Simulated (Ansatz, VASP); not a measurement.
# One calculation of SrTiC, two programs

Contents of INCAR:

```
PREC = Accurate
ENCUT = 520
EDIFF = 1E-7
ISMEAR = 0
SIGMA = 0.1
LREAL = False
LASPH = True
NELM = 80
ALGO = Normal
ISIF = 2
LWAVE = False
LCHARG = False
GGA = PE
NBANDS = 20
```

The input KPOINTS:

```
regular mesh
0
Gamma
  6 6 4
```

The input POSCAR:

```
SrTiC
1.0
    4.1241855200      0.0000000000      0.0000000000
   -2.0620927600      3.5716494300      0.0000000000
    0.0000000000      0.0000000000      4.3897009600
Sr Ti C
1 1 1
Direct
    0.0000000000      0.0000000000      0.0000000000
    0.6666666700      0.3333333300      0.5000000000
    0.3333333300      0.6666666700      0.5000000000
```

Input for Ansatz:

```yaml
crystal:
  lattice:
    - [4.12418552, 0.0, 0.0]
    - [-2.06209276, 3.57164943, 0.0]
    - [0.0, 0.0, 4.38970096]
  atoms:
    - { symbol: Sr, position: [0.0, 0.0, 0.0] }
    - { symbol: Ti, position: [0.66666667, 0.33333333, 0.5] }
    - { symbol: C, position: [0.33333333, 0.66666667, 0.5] }
basis:
  ecutwfc: 420
kpoints:
  mp_grid: { grid: [6, 6, 4] }
hamiltonian:
  xc: pbe
scf:
  occupations: { method: gaussian, width: 0.1 }
  lower_state_search: "off"
output:
  forces: true
  stress: true
  eigenvalues: true
```

Change from the starting cell: species swapped into the EuAlSi type (P-6m2, No. 187).

Alike in both runs: task single point; functional PBE; k mesh 6 × 6 × 4; occupations gaussian, width 0.1 eV; no spin polarisation.

|  | VASP | Ansatz |
| --- | --- | --- |
| version | VASP 6.6.1 | Ansatz 0.2.0 |
| potentials or method | VASP PAW PBE potentials, release 64 (Sr_sv, Ti_sv, C), cutoff 520 eV | scalar-relativistic, plane waves, PAW |
| valence electrons in the cell | 26 | 26 |

```csv
,VASP,Ansatz,Ansatz less VASP
gap on the k mesh at the Fermi level (eV),none,none,-
pressure (GPa),-10.7,-10.8,-0.12
"traceless stress, the component that is largest in VASP (GPa)",12.52,12.56,+0.031
```

A gap of «none» marks a metal or a gap that the smearing closes.
